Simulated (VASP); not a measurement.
# Ni (Fm-3m) in VASP: single point with PBE

Aim: the single point of Ni with PBE.

Everything below comes from runs of VASP 6.6.1. Logs are shortened: lines on timing, memory, paths and dates and some standing lists are left out, and cuts for length are marked.

### 1 The cell of the first run

It takes space group Fm-3m (No. 225, cubic). Conventional cell: a = 3.475 Å, b = 3.475 Å, c = 3.475 Å, α = 90.00°, β = 90.00°, γ = 90.00°. Ni (site symmetry m-3m) has 12 Ni at 2.46 Å within 3.2 Å.

### 2 Single point, PBE, collinear spin, ferromagnetic start

Input file INCAR:

```
SYSTEM = Ni
  ALGO = Normal
  EDIFF = 1E-6
  ENCUT = 690
  GGA = PE
  GGA_COMPAT = .FALSE.
  ISIF = 2
  ISMEAR = -1
  ISPIN = 2
  LASPH = .TRUE.
  LCHARG = .FALSE.
  LMAXMIX = 4
  LORBIT = 11
  LREAL = .FALSE.
  LWAVE = .FALSE.
  MAGMOM = 0.8
  NBANDS = 19
  NELM = 200
  NUPDOWN = 0.8
  PREC = Accurate
  SIGMA = 0.05
```

Input file KPOINTS:

```
k-points
0
G
  11 11 11
  0 0 0
```

Input file POSCAR:

```
Ni
1.0
    0.0000000000      1.7375729330      1.7375729330
    1.7375729330      0.0000000000      1.7375729330
    1.7375729330      1.7375729330      0.0000000000
Ni
1
Direct
    0.0000000000      0.0000000000      0.0000000000
```

Potentials or basis: VASP PAW PBE potentials, release 64 (Ni_sv_GW).

Run with:

```console
cat potpaw_PBE.64/Ni_sv_GW/POTCAR > POTCAR
mpirun -np 1 vasp_std > vasp.out
```

OUTCAR:

```text
SYSTEM = Ni
   EDIFF = 1E-6
   ENCUT = 690
   GGA = PE
   ISIF = 2
   ISMEAR = -1
   ISPIN = 2
   LASPH = .TRUE.
   LORBIT = 11
   LREAL = .FALSE.
   NELM = 200
   NUPDOWN = 0.8
   PREC = Accurate

 ion  position               nearest neighbor table
   1  0.000  0.000  0.000-

  LATTYP: Found a face centered cubic cell.
 ALAT       =     3.4751458660

  Lattice vectors:

 A1 = (   0.0000000000,   1.7375729330,   1.7375729330)
 A2 = (   1.7375729330,   0.0000000000,   1.7375729330)
 A3 = (   1.7375729330,   1.7375729330,   0.0000000000)

Analysis of symmetry for initial positions (statically):
=====================================================================
 Subroutine PRICEL returns:
 Original cell was already a primitive cell.

 Routine SETGRP: Setting up the symmetry group for a
 face centered cubic supercell.

 Subroutine GETGRP returns: Found 48 space group operations
 (whereof 48 operations were pure point group operations)
 out of a pool of 48 trial point group operations.

The static configuration has the point symmetry O_h .

Analysis of symmetry for dynamics (positions and initial velocities):
=====================================================================
 Subroutine PRICEL returns:
 Original cell was already a primitive cell.

 Routine SETGRP: Setting up the symmetry group for a
 face centered cubic supercell.

 Subroutine GETGRP returns: Found 48 space group operations
 (whereof 48 operations were pure point group operations)
 out of a pool of 48 trial point group operations.

The dynamic configuration has the point symmetry O_h .

Analysis of structural, dynamic, and magnetic symmetry:
=====================================================================
 Subroutine PRICEL returns:
 Original cell was already a primitive cell.

 Routine SETGRP: Setting up the symmetry group for a
 face centered cubic supercell.

 Subroutine GETGRP returns: Found 48 space group operations
 (whereof 48 operations were pure point group operations)
 out of a pool of 48 trial point group operations.

The overall configuration has the point symmetry O_h .

 Subroutine INISYM returns: Found 48 space group operations
 (whereof 48 operations are pure point group operations),
 and found     1 'primitive' translations

----------------------------------------------------------------------------------------

                                     Primitive cell

  volume of cell :      10.4920

  direct lattice vectors                    reciprocal lattice vectors
     0.000000000  1.737572933  1.737572933    -0.287757705  0.287757705  0.287757705
     1.737572933  0.000000000  1.737572933     0.287757705 -0.287757705  0.287757705
     1.737572933  1.737572933  0.000000000     0.287757705  0.287757705 -0.287757705

  length of vectors
     2.457299207  2.457299207  2.457299207     0.498410966  0.498410966  0.498410966

  position of ions in fractional coordinates (direct lattice)
     0.000000000  0.000000000  0.000000000

  ion indices of the primitive-cell ions
   primitive index   ion index
                 1           1

----------------------------------------------------------------------------------------

 KPOINTS: k-points

Automatic generation of k-mesh.
 Grid dimensions read from file:
 generate k-points for:   11   11   11

 Generating k-lattice:

  Cartesian coordinates                     Fractional coordinates (reciprocal lattice)
    -0.026159791  0.026159791  0.026159791     0.090909091  0.000000000  0.000000000
     0.026159791 -0.026159791  0.026159791     0.000000000  0.090909091  0.000000000
     0.026159791  0.026159791 -0.026159791     0.000000000  0.000000000  0.090909091

  Length of vectors
     0.045310088  0.045310088  0.045310088

  Shift w.r.t. Gamma in fractional coordinates (k-lattice)
     0.000000000  0.000000000  0.000000000

 Subroutine IBZKPT returns following result:
 ===========================================

 Found     56 irreducible k-points:

 Following reciprocal coordinates:
            Coordinates               Weight
  0.000000  0.000000  0.000000      1.000000
  0.090909  0.000000  0.000000      8.000000
  0.181818  0.000000  0.000000      8.000000
  0.272727  0.000000  0.000000      8.000000
  0.363636  0.000000  0.000000      8.000000
  0.454545  0.000000  0.000000      8.000000
[... 16 lines left out ...]
 -0.272727  0.181818  0.000000     24.000000
 -0.181818  0.181818  0.000000     12.000000
 [... further k-points ...]
   k-points           NKPTS =     56   k-points in BZ     NKDIM =     56   number of bands    NBANDS=     19
   number of dos      NEDOS =    301   number of ions     NIONS =      1
   total plane-waves  NPLWV =  13824
   dimension x,y,z NGX =    24 NGY =   24 NGZ =   24
   dimension x,y,z NGXF=    48 NGYF=   48 NGZF=   48
   ions per type =               1
   NGX,Y,Z   is equivalent  to a cutoff of  16.24, 16.24, 16.24 a.u.
   NGXF,Y,Z  is equivalent  to a cutoff of  32.47, 32.47, 32.47 a.u.
 SYSTEM =  Ni
   PREC   = accura    normal or accurate (medium, high low for compatibility)
   ISTART =      0    job   : 0-new  1-cont  2-samecut
   ICHARG =      2    charge: 1-file 2-atom 10-const
   ISPIN  =      2    spin polarized calculation?
   LNONCOLLINEAR =      F non collinear calculations
   LSORBIT =      F    spin-orbit coupling
   LASPH  =      T    aspherical Exc in radial PAW
   ENCUT  =  690.0 eV  50.71 Ry    7.12 a.u.   5.26  5.26  5.26*2*pi/ulx,y,z
   NELM   =    200;   NELMIN=  2; NELMDL= -5     # of ELM steps
   EDIFF  = 0.1E-05   stopping-criterion for ELM
   LREAL  =      F    real-space projection
   EDIFFG = 0.1E-04   stopping-criterion for IOM
   NSW    =      0    number of steps for IOM
[... 5 lines left out ...]
   TEBEG  =    0.0;   TEEND  =   0.0 temperature during run
   PSTRESS=    0.0 pullay stress
   NELECT =      18.0000    total number of electrons
   NUPDOWN=       0.8000    fix difference up-down
   EMIN   =  10.00;   EMAX   =-10.00  energy-range for DOS
   EFERMI =   0.00;   METHOD = LEGACY
   ISMEAR =    -1;   SIGMA  =   0.05  broadening in eV -4-tet -1-fermi 0-gaus
   EFERMI_NEDOS =   21; number of points for ismear=-14 and -15
   IALGO  =     38    algorithm
   IMIX   =      4    mixing-type and parameters
     AMIX     =   0.40;   BMIX     =  1.00
     AMIX_MAG =   1.60;   BMIX_MAG =  1.00
  volume/ion in A,a.u.               =      10.49        70.80
  Fermi-wavevector in a.u.,A,eV,Ry     =   1.959804  3.703492 52.257684  3.840831
  Thomas-Fermi vector in A             =   2.985109
   LORBIT       =     11    0 simple, 1 ext, 2 COOP (PROOUT), +10 PAW based schemes
   GGA     = PE    functional components
   LHFCALC =     F    Hartree Fock is set to
   AEXX    =    0.0000 exact exchange contribution
   IVDW    =     0    specifies the selected vdW correction
   LEPSILON=     F    determine dielectric tensor
   LRPA    =     F    only Hartree local field effects (RPA)
 spin polarized calculation
  energy-cutoff  :      690.00
  volume of cell :       10.49
 maximum number of plane-waves:       444
 NGX is ok and might be reduce to    24
   NGX = 11   NGY = 11   NGZ = 11

 number of electron      17.9999993 magnetization       0.7999999

 Free energy of the ion-electron system (eV)
  ---------------------------------------------------
  ext. energy  EPLUGINS =         0.00000000
  ---------------------------------------------------
  free energy    TOTEN  =        -6.39274392 eV

  energy without entropy =       -6.37909979  energy(sigma->0) =       -6.38592186

 E-fermi :   8.3055     XC(G=0): -14.1192

 val. band max:        8.6029100182   @ k =  -0.1818   0.2727   0.0909
 cond. band min:       8.3140987618   @ k =   0.3636   0.0909   0.0000
 fundamental gap:     -0.2888112564
 Fermi energy:         8.6930414937

 spin component 1

 k-point     1 :       0.0000    0.0000    0.0000
  band No.  band energies     occupation
      1     -95.5786      1.00000
      2     -55.8129      1.00000
      3     -55.8129      1.00000
      4     -55.8129      1.00000
      5      -1.0794      1.00000
      6       5.6456      1.00000
[... 11 lines left out ...]
     18      42.3877      0.00000
     19      49.1218      0.00000

 k-point     2 :       0.0909    0.0000    0.0000
  band No.  band energies     occupation
      1     -95.5761      1.00000
      2     -55.8332      1.00000
      3     -55.8160      1.00000
      4     -55.8160      1.00000
      5      -0.7485      1.00000
      6       5.5601      1.00000
[... 11 lines left out ...]
     18      45.0705      0.00000
     19      46.3756      0.00000

 k-point     3 :       0.1818    0.0000    0.0000
  band No.  band energies     occupation
      1     -95.5679      1.00000
      2     -55.8866      1.00000
      3     -55.8236      1.00000
      4     -55.8236      1.00000
      5       0.1990      1.00000
      6       5.3753      1.00000
[... 11 lines left out ...]
     18      44.8344      0.00000
     19      44.8344      0.00000

 k-point     4 :       0.2727    0.0000    0.0000
  band No.  band energies     occupation
      1     -95.5569      1.00000
      2     -55.9558      1.00000
      3     -55.8336      1.00000
      4     -55.8336      1.00000
      5       1.5604      1.00000
      6       5.3364      1.00000
[... 407 lines left out ...]
     18      49.5090      0.00000
     19      52.1605      0.00000

 k-point    23 :      -0.2727    0.1818    0.0000
  band No.  band energies     occupation
      1     -95.5440      1.00000
      2     -55.9911      1.00000
      3     -55.8940      1.00000
      4     -55.8429      1.00000
      5       3.2707      1.00000
      6       5.0735      1.00000
[... 11 lines left out ...]
     18      48.0645      0.00000
     19      51.4429      0.00000

 k-point    24 :      -0.1818    0.1818    0.0000
  band No.  band energies     occupation
      1     -95.5534      1.00000
      2     -55.9496      1.00000
      3     -55.8719      1.00000
      4     -55.8316      1.00000
      5       2.0598      1.00000
      6       5.0211      1.00000
[... 11 lines left out ...]
     18      47.0992      0.00000
     19      50.3687      0.00000

 [... further k-points ...]

 spin component 2

 k-point     1 :       0.0000    0.0000    0.0000
  band No.  band energies     occupation
      1     -94.5422      1.00000
      2     -54.7997      1.00000
      3     -54.7997      1.00000
      4     -54.7997      1.00000
      5      -1.0775      1.00000
      6       6.5724      1.00000
[... 11 lines left out ...]
     18      42.2855      0.00000
     19      49.3726      0.00000

 k-point     2 :       0.0909    0.0000    0.0000
  band No.  band energies     occupation
      1     -94.5397      1.00000
      2     -54.8209      1.00000
      3     -54.8029      1.00000
      4     -54.8029      1.00000
      5      -0.7458      1.00000
      6       6.4730      1.00000
[... 11 lines left out ...]
     18      45.0734      0.00000
     19      46.6151      0.00000

 k-point     3 :       0.1818    0.0000    0.0000
  band No.  band energies     occupation
      1     -94.5312      1.00000
      2     -54.8765      1.00000
      3     -54.8108      1.00000
      4     -54.8108      1.00000
      5       0.2091      1.00000
      6       6.2436      1.00000
[... 11 lines left out ...]
     18      45.0976      0.00000
     19      45.0976      0.00000

 k-point     4 :       0.2727    0.0000    0.0000
  band No.  band energies     occupation
      1     -94.5198      1.00000
      2     -54.9488      1.00000
      3     -54.8211      1.00000
      4     -54.8211      1.00000
      5       1.6213      1.00000
      6       6.0944      1.00000
[... 407 lines left out ...]
     18      49.6795      0.00000
     19      52.3114      0.00000

 k-point    23 :      -0.2727    0.1818    0.0000
  band No.  band energies     occupation
      1     -94.5064      1.00000
      2     -54.9856      1.00000
      3     -54.8841      1.00000
      4     -54.8307      1.00000
      5       3.4772      1.00000
      6       5.8097      1.00000
[... 11 lines left out ...]
     18      48.2079      0.00000
     19      51.5590      0.00000

 k-point    24 :      -0.1818    0.1818    0.0000
  band No.  band energies     occupation
      1     -94.5161      1.00000
      2     -54.9423      1.00000
      3     -54.8611      1.00000
      4     -54.8190      1.00000
      5       2.1151      1.00000
      6       5.8466      1.00000
[... 11 lines left out ...]
     18      47.3011      0.00000
     19      50.3669      0.00000

 [... further k-points ...]

------------------------ aborting loop because EDIFF is reached ----------------------------------------

  FORCE on cell =-STRESS in cart. coord.  units (eV):
  Direction    XX          YY          ZZ          XY          YZ          ZX
  --------------------------------------------------------------------------------------
  -------------------------------------------------------------------------------------
  Total        0.5710176      0.5710176      0.5710176      0.0000000     -0.0000000      0.0000000
  in kB       87.1968876     87.1968876     87.1968876      0.0000000     -0.0000000      0.0000000
  external PRESSURE =      87.1968876 kB  Pullay stress =       0.0000000 kB

 VOLUME and BASIS-vectors are now :
 -----------------------------------------------------------------------------
  energy-cutoff  :      690.00
  volume of cell :       10.49
      direct lattice vectors                 reciprocal lattice vectors
     0.000000000  1.737572933  1.737572933    -0.287757705  0.287757705  0.287757705
     1.737572933  0.000000000  1.737572933     0.287757705 -0.287757705  0.287757705
     1.737572933  1.737572933  0.000000000     0.287757705  0.287757705 -0.287757705

 POSITION                                       TOTAL-FORCE (eV/Angst)
 -----------------------------------------------------------------------------------
      0.00000      0.00000      0.00000         0.000000      0.000000     -0.000000
 -----------------------------------------------------------------------------------
    total drift:                               -0.000000     -0.000000      0.000000

  FREE ENERGIE OF THE ION-ELECTRON SYSTEM (eV)
  ---------------------------------------------------
  free  energy   TOTEN  =        -6.3927439246 eV

  energy  without entropy=       -6.3790997877  energy(sigma->0) =       -6.38592186

 total charge

# of ion       s       p       d       f       tot
--------------------------------------------------
    1        2.250   6.320   7.799   0.006  16.375

 magnetization (x)

# of ion       s       p       d       f       tot
--------------------------------------------------
    1        0.002  -0.011   0.842  -0.000   0.833
```

Wall time 27 s (1 thread of AMD EPYC 9R45 (Zen 5), shared host); peak memory 0.15 GiB.

What came out:

| Property | Result |
| --- | --- |
| Free energy | -6.3927 eV |
| Pressure | 8.7 GPa |
| Net moment | 0.80 μB per cell |
| Site moments | Ni +0.83 μB |
| Valence electrons inside the program's atomic spheres | Ni 16.38 |

Caveat: the cell stands under pressure; the total moment is fixed, so each spin has its own Fermi level and the state may be an excited one.
